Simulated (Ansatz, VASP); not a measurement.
## Two plane-wave programs on MgB2

File POSCAR:

```
MgB2
1.0
    3.0364562238      0.0000000000      0.0000000000
   -1.5182281119      2.6296482273      0.0000000000
    0.0000000000      0.0000000000      3.4519174224
Mg B
1 2
Direct
    0.0000000000      0.0000000000      0.0000000000
    0.3333333333      0.6666666667      0.5000000000
    0.6666666667      0.3333333333      0.5000000000
```

File INCAR.step1:

```
SYSTEM = MgB2
ALGO = Normal
EDIFF = 1E-5
ENCUT = 750
GGA = PE
GGA_COMPAT = .FALSE.
ISMEAR = -1
LASPH = .TRUE.
LCHARG = .FALSE.
LREAL = .FALSE.
LWAVE = .TRUE.
NBANDS = 15
NELM = 120
PREC = Accurate
SIGMA = 0.1
```

Contents of INCAR.step2:

```
SYSTEM = MgB2
ALGO = Normal
EDIFF = 1E-6
ENCUT = 750
GGA_COMPAT = .FALSE.
ISIF = 2
ISMEAR = -1
ISTART = 1
LASPH = .TRUE.
LCHARG = .TRUE.
LELF = .TRUE.
LMIXTAU = .TRUE.
LREAL = .FALSE.
LVHAR = .TRUE.
LWAVE = .FALSE.
METAGGA = R2SCAN
NBANDS = 15
NELM = 120
PREC = Accurate
SIGMA = 0.1
```

Contents of KPOINTS:

```
k-points
0
G
  15 15 12
  0 0 0
```

Input for Ansatz:

```yaml
crystal:
  lattice:
    - [3.0364562238, 0.0, 0.0]
    - [-1.5182281119, 2.6296482272, 0.0]
    - [0.0, 0.0, 3.4519174202]
  atoms:
    - { symbol: Mg, position: [0.0, 0.0, 0.0] }
    - { symbol: B, position: [0.3333333333, 0.6666666667, 0.5] }
    - { symbol: B, position: [0.6666666667, 0.3333333333, 0.5] }
basis:
  ecutwfc: 500
kpoints:
  mp_grid: { grid: [15, 15, 12] }
  band_path:
    path:
      - [[0.0, 0.0, 0.0], [0.5, 0.0, 0.0], [0.33333333, 0.33333333, 0.0], [0.0, 0.0, 0.0], [0.0, 0.0, 0.5], [0.5, 0.0, 0.5], [0.33333333, 0.33333333, 0.5], [0.0, 0.0, 0.5]]
      - [[0.5, 0.0, 0.5], [0.5, 0.0, 0.0]]
      - [[0.33333333, 0.33333333, 0.5], [0.33333333, 0.33333333, 0.0]]
    npoints: 12
hamiltonian:
  xc: r2scan
scf:
  occupations: { method: fermi_dirac, width: 0.1 }
  n_extra_bands: 6
output:
  forces: true
  stress: true
  eigenvalues: true
```

Alike in both runs: task single point; functional r2SCAN; k mesh 15 × 15 × 12; occupations fermi-dirac, width 0.1 eV; no spin polarisation.

|  | VASP | Ansatz |
| --- | --- | --- |
| version | VASP 6.6.1 | Ansatz 0.2.0 |
| potentials or method | VASP PAW PBE potentials, release 64 (Mg_sv, B), cutoff 750 eV | scalar-relativistic, plane waves, PAW |
| valence electrons in the cell | 16 | 16 |

VASP gave:

```
gap on the k mesh at the Fermi level (eV) : none
pressure (GPa)                            : 6.0
```

Estimate Ansatz's values.

gap on the k mesh at the Fermi level (eV): none; pressure (GPa): 6.2.

VASP's potentials were made for PBE, not for r2SCAN. A gap of «none» marks a metal or a gap that the smearing closes. The functional is the same, so the differences come from potentials, cutoffs and numerics.
